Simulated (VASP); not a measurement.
Input of a VASP 6.6.1 run:

File INCAR:

```
AGGAC = 1.0
AGGAX = 1.0
ALDAC = 0.0
ALDAX = 1.0
ALGO = Normal
EDIFF = 1E-6
ENCUT = 520
GGA = B5
ISIF = 2
ISMEAR = -1
IVDW = 13
LASPH = T
LCHARG = F
LREAL = F
LWAVE = F
NBANDS = 20
NELM = 100
PREC = Accurate
SIGMA = 0.05
VDW_A1 = 0.44488865
VDW_A2 = 4.0933009
VDW_S6 = 1.0
VDW_S8 = 2.34076671
```

KPOINTS

```
k-points
0
Gamma
  10 10 8
```

File POSCAR:

```
Ga
1.0
    1.4227389403     -4.0263829259      0.0258676793
    1.4227389403      4.0263829259      0.0258676793
   -0.0585391014      0.0000000000      3.1975154340
Ga
2
Direct
    0.1347186285      0.8652813715      0.7500000000
    0.8652813715      0.1347186285      0.2500000000
```

Potentials or basis: VASP PAW PBE potentials, release 64 (Ga_d).

The run is started by

```sh
$ cat potpaw_PBE.64/Ga_d/POTCAR > POTCAR
$ mpirun -np 1 vasp_std > vasp.out
```

**Question.** Predict the dispersion energy per atom.

**Answer.** -0.935 eV.

**Question.** What does it give for the band gap on the k mesh?

**Answer.** Zero (band 13 reaches 10.92 eV, above the bottom of band 14 at 2.09 eV).

**Question.** Estimate the pressure.

**Answer.** 0.0 GPa.

Forces on the atoms (eV/Å):
```
Ga   0.000 -0.002  0.000
Ga   0.000  0.002  0.000
```

Caveat: the PAW data sets were made with another functional, which shifts forces and pressure a little; pairwise dispersion overbinds metals, which lowers pressure and volume.
